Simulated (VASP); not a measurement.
Set up this calculation in VASP 6.6.1, as the native input.

* Task: single point
* Functional: PBE
* Potentials or basis: VASP PAW PBE potentials, release 64 (Ba_sv, Ti_sv, O)
* Cutoff: 520 eV
* k mesh: 7 × 7 × 7
* Occupations: fermi-dirac, width 0.05 eV
* Spin: no spin polarisation
* Dipole correction: no
* Further INCAR settings: ALGO = Normal; EDIFF = 1e-06; NBANDS = 28

The structure of BaTiO3 (Barioperovskite) lies in POSCAR:

```
BaTiO3
1.0
    3.9855000000      0.0000000000      0.0000000000
    0.0000000000      2.8369000000      2.8451500000
    0.0000000000     -2.8369000000      2.8451500000
Ba Ti O
1 1 3
Direct
    0.0000000000      0.0000000000      0.0000000000
    0.5000000000      0.5124000000      0.5124000000
    0.5000000000      0.9918400000      0.5052400000
    0.5000000000      0.5052400000      0.9918400000
    0.0000000000      0.4874000000      0.4874000000
```

These files were run (other wordings do the same):

INCAR

```
PREC = Accurate ; ENCUT = 520
EDIFF = 1E-6 ; ISMEAR = -1
SIGMA = 0.05 ; LREAL = F
LASPH = T ; NELM = 100
ALGO = Normal ; ISIF = 2
LWAVE = F ; LCHARG = T
GGA = PE ; LELF = T
LVHAR = T ; NBANDS = 28
```

KPOINTS

```
regular mesh
0
Gamma
  7 7 7
```

Potentials or basis: VASP PAW PBE potentials, release 64 (Ba_sv, Ti_sv, O).

Command:

```console
$ cat potpaw_PBE.64/Ba_sv/POTCAR potpaw_PBE.64/Ti_sv/POTCAR potpaw_PBE.64/O/POTCAR > POTCAR
$ mpirun -np 1 vasp_std > vasp.out
```

Results of the run:

```json
{
  "Pressure": "4.1 GPa",
  "Largest force": "0.259 eV/Å",
  "Band gap on the k mesh": "1.92 eV, indirect (least direct gap 2.06 eV)"
}
```

Caveat: spin-orbit coupling is left out, which moves the levels of the heavy elements.

Run time: 2.1 min on 1 thread of Intel(R) Xeon(R) Platinum 8259CL CPU @ 2.50GHz (Skylake/Cascade Lake) (shared host), peak memory 0.24 GiB.
